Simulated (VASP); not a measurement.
Te:

```xyz
1
Lattice="2.3318 -2.3790 0.0000 2.3318 2.3790 0.0000 0.0000 0.0000 2.9815" Properties=species:S:1:pos:R:3 pbc="T T T"
Te    2.3318    0.0000    1.4907
```

The cell was generated, and may not be a known phase.

| Quantity | Value |
| --- | --- |
| Program | VASP 6.6.1 |
| Task | relaxation of cell and atoms |
| Functional | PBE |
| Potentials or basis | VASP PAW PBE potentials, release 64 (Te) |
| Cutoff | 600 eV |
| k mesh | 16 × 16 × 18 |
| Occupations | gaussian, width 0.1 eV |
| Spin | no spin polarisation |

At the start: pressure 0.7 GPa; volume 33.08 Å³/atom.

Task: Where does the relaxation end?

Result: Over 8 steps the energy falls by 61.4 meV/atom and the volume is 32.75 Å³/atom (-1.0 %); space group Cmmm (No. 65, to 0.1 Å) before, Pm-3m (No. 221, to 0.1 Å).

Step by step:
| step | energy change (eV) | largest force (eV/Å) | pressure (GPa) | volume (Å³) |
| --- | --- | --- | --- | --- |
| 1 | 0.0000 | 0.0000 | 0.73 | 33.08 |
| 2 | -0.0564 | 0.0000 | -1.35 | 33.73 |
| 3 | -0.0565 | 0.0000 | -1.37 | 33.74 |
| 4 | -0.0607 | 0.0000 | 0.51 | 32.42 |
| 5 | -0.0613 | 0.0000 | 0.00 | 32.75 |
| 6 | -0.0613 | 0.0000 | 0.00 | 32.75 |
| 7 | -0.0614 | 0.0000 | 0.01 | 32.75 |
| 8 | -0.0614 | 0.0000 | 0.01 | 32.75 |

Final structure:
```xyz
1
Lattice="2.2723 -2.2725 0.0000 2.2723 2.2725 0.0000 0.0000 0.0000 3.1710" Properties=species:S:1:pos:R:3 pbc="T T T"
Te    2.2723    0.0000    1.5855
```
